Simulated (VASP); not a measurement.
# Ag31Br32 (a cell with a defect) in VASP: relaxation of the atoms with PBEsol

Aim: the relaxation of the atoms of Ag31Br32 (a cell with a defect) with PBEsol.

All numbers are computed with VASP 6.6.1; they aren't measurements. Logs are shortened: lines on timing, memory, paths and dates and some standing lists are left out, and cuts for length are marked.

## Step 1: The cell of the first run

The cell holds a defect, 63 atoms: a = 11.350 Å, b = 11.350 Å, c = 11.350 Å, α = 90.00°, β = 90.00°, γ = 90.00°.

## Step 2: Relaxation of the atoms, PBEsol

File INCAR:

```
SYSTEM = Ag31Br32
PREC = Accurate ; ENCUT = 450
EDIFF = 1E-7 ; ISMEAR = -1
SIGMA = 0.05 ; LREAL = Auto
LASPH = .TRUE. ; NELM = 120
ALGO = Normal ; ISIF = 2
LWAVE = .FALSE. ; LCHARG = .FALSE.
GGA = PS ; IBRION = 2
NSW = 100 ; EDIFFG = -0.03
NELECT = 566.0 ; ISYM = -1
GGA_COMPAT = .FALSE. ; NELMIN = 4
KPAR = 1
```

File KPOINTS:

```
explicit points
1
Reciprocal
  0.25000000   0.25000000   0.25000000 1
```

File POSCAR:

```
Ag31Br32
1.0
   11.3496680000      0.0000000000      0.0000000000
    0.0000000000     11.3496680000      0.0000000000
    0.0000000000      0.0000000000     11.3496680000
Br Ag
32 31
Direct
    0.2492970000      0.0014780000      0.9991280000
    0.2528310000      0.9999130000      0.4994930000
    0.2508830000      0.4998670000      0.0018760000
    0.2530210000      0.4997020000      0.4984240000
    0.7508910000      0.0007600000      0.9983830000
    0.7511170000      0.9992240000      0.4976390000
    0.7497650000      0.4985970000      0.0004460000
    0.7487090000      0.4997610000      0.5019570000
    0.0005860000      0.2494290000      0.9977830000
    0.0024640000      0.2495740000      0.4995960000
    0.9990870000      0.7514540000      0.9975470000
    0.9999980000      0.7522520000      0.5025180000
    0.5015430000      0.2504370000      0.0023670000
    0.4977150000      0.2515240000      0.5017540000
    0.5004500000      0.7495010000      0.0002550000
    0.4966370000      0.7504150000      0.5014130000
    0.0007960000      0.9998550000      0.2480990000
    0.0010660000      0.0002860000      0.7490100000
    0.9998920000      0.4976450000      0.2500800000
    0.0042980000      0.4970440000      0.7501570000
    0.4974380000      0.9986640000      0.2515830000
    0.4990120000      0.9995240000      0.7495050000
    0.5009430000      0.5021980000      0.2512710000
    0.4990410000      0.5026590000      0.7513290000
    0.2504800000      0.2546070000      0.2521160000
    0.2497920000      0.2478010000      0.7490570000
    0.2502790000      0.7511150000      0.2490670000
    0.2514440000      0.7512880000      0.7496640000
    0.7504690000      0.2487510000      0.2511620000
    0.7514580000      0.2537140000      0.7485970000
    0.7480210000      0.7507240000      0.2486250000
    0.7530580000      0.7483120000      0.7491110000
    0.9996170000      0.9979140000      0.0021020000
    0.0001980000      0.9982820000      0.4998410000
    0.9953640000      0.4968360000      0.9994490000
    0.0023190000      0.4958800000      0.5008630000
    0.5010490000      0.0005920000      0.9992210000
    0.4982860000      0.0014350000      0.5000110000
    0.4971510000      0.4984590000      0.9983070000
    0.2506520000      0.2486520000      0.9979360000
    0.2569790000      0.2517970000      0.5010940000
    0.2490770000      0.7515630000      0.9976050000
    0.2466740000      0.7445270000      0.5020200000
    0.7483340000      0.2501810000      0.9994030000
    0.7484640000      0.2521370000      0.5001280000
    0.7491820000      0.7503300000      0.9994130000
    0.7503350000      0.7489900000      0.4999120000
    0.2524500000      0.0009440000      0.2524000000
    0.2494970000      0.0002840000      0.7469830000
    0.2491240000      0.5004000000      0.2475130000
    0.2492750000      0.5032320000      0.7509660000
    0.7494760000      0.9988200000      0.2513690000
    0.7532810000      0.0022230000      0.7513630000
    0.7498270000      0.5011680000      0.2510480000
    0.7515150000      0.4982620000      0.7513760000
    0.9994050000      0.2520910000      0.2508040000
    0.0018770000      0.2511380000      0.7469690000
    0.0004100000      0.7537510000      0.2534950000
    0.9980900000      0.7478670000      0.7507100000
    0.4964590000      0.2514650000      0.2506120000
    0.5006770000      0.2518510000      0.7536690000
    0.4972420000      0.7473070000      0.2507190000
    0.4985270000      0.7522710000      0.7509300000
```

Potentials or basis: VASP PAW PBE potentials, release 64 (Br, Ag).

On the command line:

```sh
cat potpaw_PBE.64/Br/POTCAR potpaw_PBE.64/Ag/POTCAR > POTCAR
mpirun -np 8 vasp_std > vasp.out
```

OUTCAR:

```text
SYSTEM = Ag31Br32
   PREC = Accurate
   ENCUT = 450
   EDIFF = 1E-7
   ISMEAR = -1
   LREAL = Auto
   LASPH = .TRUE.
   NELM = 120
   ISIF = 2
   GGA = PS
   IBRION = 2
   NSW = 100
   EDIFFG = -0.03
   NELECT = 566.0
   ISYM = -1
   NELMIN = 4

 ion  position               nearest neighbor table
   1  0.249  0.001  0.999-  40 2.81  33 2.83  42 2.84  37 2.86  49 2.86  48 2.87
   2  0.253  1.000  0.499-  38 2.79  48 2.80  49 2.81  41 2.86  34 2.87  43 2.90
   3  0.251  0.500  0.002-  50 2.79  39 2.80  51 2.85  40 2.85  42 2.86  35 2.90
   4  0.253  0.500  0.498-  43 2.78  41 2.81  36 2.85  50 2.85  51 2.87
   5  0.751  0.001  0.998-  53 2.80  33 2.82  44 2.83  37 2.84  46 2.84  52 2.87
   6  0.751  0.999  0.498-  52 2.80  34 2.83  47 2.84  38 2.87  45 2.87  53 2.88
   7  0.750  0.499  0.000-  35 2.79  44 2.82  55 2.83  54 2.84  46 2.86  39 2.87
   8  0.749  0.500  0.502-  45 2.81  47 2.83  55 2.83  54 2.85  36 2.88
   9  0.001  0.249  0.998-  35 2.81  40 2.84  57 2.85  33 2.86  44 2.86  56 2.87
  10  0.002  0.250  0.500-  36 2.80  57 2.81  56 2.82  34 2.85  45 2.88  41 2.89
  11  0.999  0.751  0.998-  33 2.80  59 2.80  46 2.84  42 2.84  35 2.89  58 2.91
  12  1.000  0.752  0.503-  34 2.79  43 2.80  59 2.82  58 2.83  47 2.83  36 2.91
  13  0.502  0.250  0.002-  44 2.80  39 2.82  60 2.82  61 2.82  37 2.84  40 2.85
  14  0.498  0.252  0.502-  41 2.73  38 2.84  45 2.85  60 2.85  61 2.86
  15  0.500  0.750  0.000-  46 2.82  63 2.83  62 2.84  39 2.85  37 2.85  42 2.85
  16  0.497  0.750  0.501-  63 2.83  43 2.84  62 2.85  38 2.85  47 2.88
  17  0.001  1.000  0.248-  33 2.79  58 2.79  52 2.85  48 2.86  34 2.86  56 2.86
[... 44 lines left out ...]
  62  0.497  0.747  0.251-  23 2.78  27 2.80  15 2.84  16 2.85  31 2.85  21 2.85
  63  0.499  0.752  0.751-  28 2.80  22 2.81  15 2.83  16 2.83  24 2.83  32 2.89

IMPORTANT INFORMATION: All symmetrisations will be switched off!
NOSYMM: (Re-)initialisation of all symmetry stuff for point group C_1.

----------------------------------------------------------------------------------------

                                     Primitive cell

  volume of cell :    1462.0071

  direct lattice vectors                    reciprocal lattice vectors
    11.349668000  0.000000000  0.000000000     0.088108304  0.000000000  0.000000000
     0.000000000 11.349668000  0.000000000     0.000000000  0.088108304  0.000000000
     0.000000000  0.000000000 11.349668000     0.000000000  0.000000000  0.088108304

  length of vectors
    11.349668000 11.349668000 11.349668000     0.088108304  0.088108304  0.088108304

  position of ions in fractional coordinates (direct lattice)
     0.249297000  0.001478000  0.999128000
     0.252831000  0.999913000  0.499493000
     0.250883000  0.499867000  0.001876000
     0.253021000  0.499702000  0.498424000
     0.750891000  0.000760000  0.998383000
     0.751117000  0.999224000  0.497639000
[... 166 lines left out ...]
   EMIN   =  10.00;   EMAX   =-10.00  energy-range for DOS
   EFERMI =   0.00;   METHOD = LEGACY
   ISMEAR =    -1;   SIGMA  =   0.05  broadening in eV -4-tet -1-fermi 0-gaus
   EFERMI_NEDOS =   21; number of points for ismear=-14 and -15
   IALGO  =     38    algorithm
   IMIX   =      4    mixing-type and parameters
     AMIX     =   0.40;   BMIX     =  1.00
     AMIX_MAG =   1.60;   BMIX_MAG =  1.00
  volume/ion in A,a.u.               =      23.21       156.60
  Fermi-wavevector in a.u.,A,eV,Ry     =   1.193156  2.254737 19.369536  1.423621
  Thomas-Fermi vector in A             =   2.329177
   LORBIT       =      0    0 simple, 1 ext, 2 COOP (PROOUT), +10 PAW based schemes
   GGA     = PS    functional components
   LHFCALC =     F    Hartree Fock is set to
   AEXX    =    0.0000 exact exchange contribution
   IVDW    =     0    specifies the selected vdW correction
   LEPSILON=     F    determine dielectric tensor
   LRPA    =     F    only Hartree local field effects (RPA)
 conjugate gradient relaxation of ions
 non-spin polarized calculation
  energy-cutoff  :      450.00
  volume of cell :     1462.01
 maximum number of plane-waves:     31685
 NGX is ok and might be reduce to    80
   NGX = 39   NGY = 39   NGZ = 39

--------------------------------------- Ionic step        1  -------------------------------------------

 number of electron     565.9999932 magnetization

 Free energy of the ion-electron system (eV)
  ---------------------------------------------------
  ext. energy  EPLUGINS =         0.00000000
  ---------------------------------------------------
  free energy    TOTEN  =      -175.05411829 eV

  energy without entropy =     -175.05411767  energy(sigma->0) =     -175.05411798

------------------------ aborting loop because EDIFF is reached ----------------------------------------

  FORCE on cell =-STRESS in cart. coord.  units (eV):
  Direction    XX          YY          ZZ          XY          YZ          ZX
  --------------------------------------------------------------------------------------
  -------------------------------------------------------------------------------------
  Total        8.4172884      8.5112913      8.3350232     -0.9913272     -0.9451537     -0.9553068
  in kB        9.2242978      9.3273133      9.1341454     -1.0863709     -1.0357705     -1.0468970
  external PRESSURE =       9.2285855 kB  Pullay stress =       0.0000000 kB
[... 763 lines left out ...]
--------------------------------------- Ionic step        9  -------------------------------------------

 number of electron     565.9999842 magnetization

 Free energy of the ion-electron system (eV)
  ---------------------------------------------------
  ext. energy  EPLUGINS =         0.00000000
  ---------------------------------------------------
  free energy    TOTEN  =      -175.31122538 eV

  energy without entropy =     -175.31122486  energy(sigma->0) =     -175.31122512

 E-fermi :   4.4258     XC(G=0): -10.1656

 val. band max:        3.5732730535   @ k =   0.2500   0.2500   0.2500
 cond. band min:       5.2124230773   @ k =   0.2500   0.2500   0.2500
 fundamental gap:      1.6391500238
 Fermi energy:         4.4258460710

 k-point     1 :       0.2500    0.2500    0.2500
  band No.  band energies     occupation
      1     -11.4968      2.00000
      2     -11.3494      2.00000
      3     -11.3488      2.00000
      4     -11.3338      2.00000
      5     -11.2298      2.00000
      6     -11.2293      2.00000
[... 287 lines left out ...]
    294       7.1171      0.00000
    295       7.1320      0.00000
 [bands above 295 left out]

------------------------ aborting loop because EDIFF is reached ----------------------------------------

  FORCE on cell =-STRESS in cart. coord.  units (eV):
  Direction    XX          YY          ZZ          XY          YZ          ZX
  --------------------------------------------------------------------------------------
  -------------------------------------------------------------------------------------
  Total        9.9222001      9.9247516      9.8979015     -0.9309827     -0.9267624     -0.9099558
  in kB       10.8734932     10.8762894     10.8468651     -1.0202409     -1.0156159     -0.9971981
  external PRESSURE =      10.8655492 kB  Pullay stress =       0.0000000 kB
[... 78 lines left out ...]
  FREE ENERGIE OF THE ION-ELECTRON SYSTEM (eV)
  ---------------------------------------------------
  free  energy   TOTEN  =      -175.3112253801 eV

  energy  without entropy=     -175.3112248621  energy(sigma->0) =     -175.31122512

 reached required accuracy - stopping structural energy minimisation
```

Wall time 20 min (8 MPI ranks of AMD EPYC 7R43 (Zen 3), shared host); peak memory 0.34 GiB.

What came out:

| Property | Result |
| --- | --- |
| Free energy | -175.3112 eV |
| Energy gained by relaxing | 4.1 meV/atom |
| Ionic steps | 9 |
| Largest force after relaxing | 0.023 eV/Å |

Forces in eV/Å, atoms in the order of the input:
```
Br   0.008 -0.005  0.001
Br  -0.002  0.004 -0.001
Br   0.008 -0.002 -0.001
Br   0.012 -0.003  0.007
Br   0.000 -0.003  0.003
Br  -0.001  0.004  0.000
Br   0.003 -0.001  0.001
Br   0.003 -0.006 -0.005
Br  -0.003 -0.002  0.001
Br  -0.006  0.002  0.002
Br   0.005  0.003 -0.001
Br  -0.003  0.000 -0.007
Br  -0.006  0.000 -0.006
Br   0.002  0.014  0.005
Br  -0.003  0.009 -0.003
Br   0.000 -0.001  0.002
Br  -0.001  0.001  0.002
Br   0.000 -0.004 -0.001
Br   0.004  0.008 -0.003
Br  -0.007  0.006 -0.001
Br  -0.001  0.005 -0.007
Br  -0.002 -0.003  0.004
Br  -0.006 -0.008  0.007
Br  -0.010 -0.016 -0.008
Br   0.008 -0.005  0.001
Br   0.005  0.015 -0.001
Br   0.000 -0.002  0.004
Br  -0.001 -0.002  0.000
Br   0.003  0.007 -0.004
Br   0.002 -0.010  0.001
Br   0.012 -0.002  0.003
Br  -0.002  0.004 -0.002
Ag  -0.007  0.007 -0.002
Ag   0.002  0.007  0.002
Ag   0.004  0.006 -0.001
Ag  -0.022  0.005  0.001
Ag   0.001  0.002  0.007
Ag  -0.002 -0.017  0.002
Ag   0.007 -0.001  0.006
Ag   0.003  0.001 -0.001
Ag  -0.008  0.000  0.005
Ag  -0.001  0.007 -0.001
Ag   0.003  0.013  0.003
Ag   0.004  0.002  0.002
Ag  -0.002 -0.005  0.004
Ag  -0.003 -0.001  0.001
Ag   0.014  0.003  0.006
Ag  -0.003 -0.004  0.000
Ag  -0.005 -0.011  0.003
Ag  -0.004 -0.005 -0.001
Ag  -0.009 -0.008  0.007
Ag   0.003  0.000 -0.003
Ag   0.002 -0.003  0.002
Ag   0.004  0.001 -0.012
Ag   0.004  0.000 -0.001
Ag   0.004 -0.008  0.005
Ag  -0.004 -0.002  0.004
Ag   0.001 -0.010 -0.001
Ag   0.003  0.003 -0.003
Ag   0.001  0.003 -0.012
Ag  -0.008 -0.003 -0.003
Ag  -0.001  0.009 -0.011
Ag  -0.002  0.002  0.002
```

Step by step:
```
step  energy change (eV)  largest force (eV/Å)  pressure (GPa)
   1              0.0000                0.3142            0.92
   2             -0.0681                0.2821            0.93
   3             -0.1993                0.1821            0.96
   4             -0.1287                0.2837            1.16
   5             -0.2253                0.1475            1.01
   6             -0.2402                0.0999            1.03
   7             -0.2518                0.0551            1.07
   8             -0.2553                0.0304            1.08
   9             -0.2571                0.0226            1.09
```

Caveat: the cell carries a net charge on a neutralising background, which shifts energy and pressure; the cell is charged against a uniform background, so pressure and absolute levels hang on convention; the PAW data sets were made with another functional, which shifts forces and pressure a little.
